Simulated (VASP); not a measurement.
Write the native input for VASP 6.6.1 that does the following.

- Task: relaxation of cell and atoms
- Functional: PBE
- Potentials or basis: VASP PAW PBE potentials, release 64 (Nb_sv, C)
- Cutoff: 600 eV
- k mesh: 6 × 6 × 4
- Occupations: gaussian, width 0.1 eV
- Spin: no spin polarisation
- Dipole correction: no
- Further INCAR settings: ALGO = Normal; EDIFF = 1e-07; IBRION = 2; EDIFFG = -0.04; NSW = 90; ISIF = 3

The structure of NbC2 lies in POSCAR:

```
NbC2
1.0
    3.4705172348      0.0000000000      0.0000000000
   -1.7352586174      3.0055560896      0.0000000000
    0.0000000000      0.0000000000      5.6597568739
Nb C
1 2
Direct
    0.3333333333      0.6666666667      0.0000000000
    0.6666666667      0.3333333333      0.8688035023
    0.6666666667      0.3333333333      0.1311964977
```

The cell was built from a structure type or drawn by symmetry, and may not be a known phase.

These files were run (other wordings do the same):

INCAR

```
SYSTEM = NbC2
PREC     = Accurate       ! precision mode
ENCUT    = 600            ! plane-wave cutoff, eV
EDIFF    = 1E-7           ! SCF threshold, eV
ISMEAR   = 0              ! smearing method
SIGMA    = 0.1            ! smearing width, eV
LREAL    = .FALSE.        ! projectors in reciprocal space
LASPH    = .TRUE.         ! aspherical terms in the spheres
NELM     = 100            ! most SCF steps
ALGO     = Normal         ! electronic algorithm
ISIF     = 3              ! what is computed and relaxed
LWAVE    = .FALSE.        ! write WAVECAR
LCHARG   = .FALSE.        ! write CHGCAR
GGA      = PE             ! functional
IBRION   = 2              ! ionic algorithm
NSW      = 90             ! ionic steps
EDIFFG   = -0.04          ! ionic threshold
```

KPOINTS

```
regular mesh
0
G
  6 6 4
  0 0 0
```

Potentials or basis: VASP PAW PBE potentials, release 64 (Nb_sv, C).

Command:

```console
$ cat potpaw_PBE.64/Nb_sv/POTCAR potpaw_PBE.64/C/POTCAR > POTCAR
$ mpirun -np 1 vasp_std > vasp.out
```

It gave:

```yaml
Relaxed_volume: 19.60 Å³/atom
Relaxed_cell: a = 3.456 Å, b = 3.456 Å, c = 5.682 Å, α = 90.00°, β = 90.00°, γ = 120.00°
Space_group_after_relaxing_to_0.1_Å: P-6m2 (No. 187)
Energy_gained_by_relaxing: 1.8 meV/atom
Ionic_steps: 5
Pressure_after_relaxing: 0.0 GPa
Largest_force_after_relaxing: 0.007 eV/Å
Band_gap_on_the_k_mesh: zero (an odd number of electrons rules out a gap without spin polarisation)
```

It took 44 s on 1 thread of AMD EPYC 9R45 96-Core Processor (Zen 5), with other jobs on the host, peak memory 0.17 GiB.
